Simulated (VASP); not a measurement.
Crystal: CdS (Hawleyite).

```
Cd S
1.0
     0.00000    2.91650    2.91650
     2.91650    0.00000    2.91650
     2.91650    2.91650    0.00000
Cd S
1 1
Direct
  0.00000 0.00000 0.00000
  0.25000 0.25000 0.25000
```

```yaml
Program: VASP 6.6.1
Task: relaxation of cell and atoms
Functional: r2SCAN
Potentials_or_basis: VASP PAW PBE potentials, release 64 (Cd, S)
Cutoff: 600 eV
k_mesh: 8 × 8 × 8
Occupations: fermi-dirac, width 0.02 eV
Spin: no spin polarisation
```

At the start: pressure 1.8 GPa; volume 24.81 Å³/atom.

Task: Where does the relaxation end?

Result: Over 3 steps the energy falls by 3.7 meV/atom and the volume is 25.49 Å³/atom (+2.8 %); space group F-43m (No. 216, to 0.05 Å).

Step by step:
| step | energy change (eV) | largest force (eV/Å) | pressure (GPa) | volume (Å³) |
| --- | --- | --- | --- | --- |
| 1 | 0.0000 | 0.0000 | 1.76 | 49.62 |
| 2 | -0.0060 | 0.0000 | -0.70 | 51.60 |
| 3 | -0.0073 | 0.0000 | 0.00 | 50.99 |

Final structure:
```
Cd S
1.0
     0.00000    2.94313    2.94313
     2.94313    0.00000    2.94313
     2.94313    2.94313    0.00000
Cd S
1 1
Direct
  0.00000 0.00000 0.00000
  0.25000 0.25000 0.25000
```

Caveat: the PAW data sets were made with another functional, which shifts forces and pressure a little.
